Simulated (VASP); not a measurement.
HC4, 20 atoms in the cell. The cell holds a slab with vacuum, 20 atoms: a = 5.035 Å, b = 2.518 Å, c = 19.733 Å, α = 90.00°, β = 90.00°, γ = 90.00°. 

* Program: VASP 6.6.1
* Task: single point
* Functional: r2SCAN
* Potentials or basis: VASP PAW PBE potentials, release 64 (C, H)
* Cutoff: 520 eV
* k mesh: 5 × 10 × 1
* Occupations: gaussian, width 0.05 eV
* Spin: no spin polarisation
* Dipole correction: yes
* Further INCAR settings: LREAL = Auto; ALGO = Normal; EDIFF = 1e-06; NBANDS = 50

Potentials or basis: VASP PAW PBE potentials, release 64 (C, H).

Command:

```console
$ cat potpaw_PBE.64/C/POTCAR potpaw_PBE.64/H/POTCAR > POTCAR
$ cp INCAR.step1 INCAR
$ mpirun -np 1 vasp_std > vasp.out
$ cp INCAR.step2 INCAR
$ mpirun -np 1 vasp_std > vasp.out
```

Hardware: 1 thread of Intel Xeon 8259CL, with other jobs on the host.

Question: Estimate the wall time of this run.

Answer: Wall time 41 min on 1 thread of Intel Xeon 8259CL, with other jobs on the host, peak memory 0.43 GiB. Counts: k points 18.
